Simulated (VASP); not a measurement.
## KI: single point with PBE

The system is KI.

```
K I
1.0
     0.00000    3.24259    3.24259
     3.24259    0.00000    3.24259
     3.24259    3.24259    0.00000
K I
1 1
Cartesian
  0.0000 0.0000 0.0000
  3.2426 3.2426 3.2426
```

This cell differs from its parent crystal: strain -0.080 along x and y, -0.080 along z.

| Property | Result |
| --- | --- |
| Program | VASP 6.6.1 |
| Task | single point |
| Functional | PBE |
| Potentials or basis | VASP PAW PBE potentials, release 64 (K_sv, I) |
| Cutoff | 520 eV |
| k mesh | 6 × 6 × 6 |
| Occupations | gaussian, width 0.05 eV |
| Spin | no spin polarisation |
| Dipole correction | no |
| Further INCAR settings | ALGO = Normal; EDIFF = 1e-06; NBANDS = 15 |

```json
{"Pressure": "6.9 GPa", "Band gap on the k mesh": "4.34 eV, indirect (least direct gap 4.68 eV)"}
```

Levels at points of the mesh, in eV from the valence-band top:
```
           k point  band 6  band 7  band 8  band 9  band 10  band 11
(0.00, 0.00, 0.00)    0.00    0.00    0.00    4.68     6.25     6.25
(0.50, 0.00, 0.00)   -2.03   -0.63   -0.63    5.73     8.26     8.65
(0.50, 0.50, 0.00)   -1.44   -0.53   -0.53    4.34     6.38     8.26
```

Run time: 7.9 s on 1 thread of Intel(R) Xeon(R) 6975P-C (Granite Rapids), with other jobs on the host, peak memory 0.2 GiB.

Caveat: the cell differs from its parent crystal (strain -0.080 along x and y, -0.080 along z); spin-orbit coupling is left out, which moves the levels of the heavy elements. A k mesh can miss the band edges.
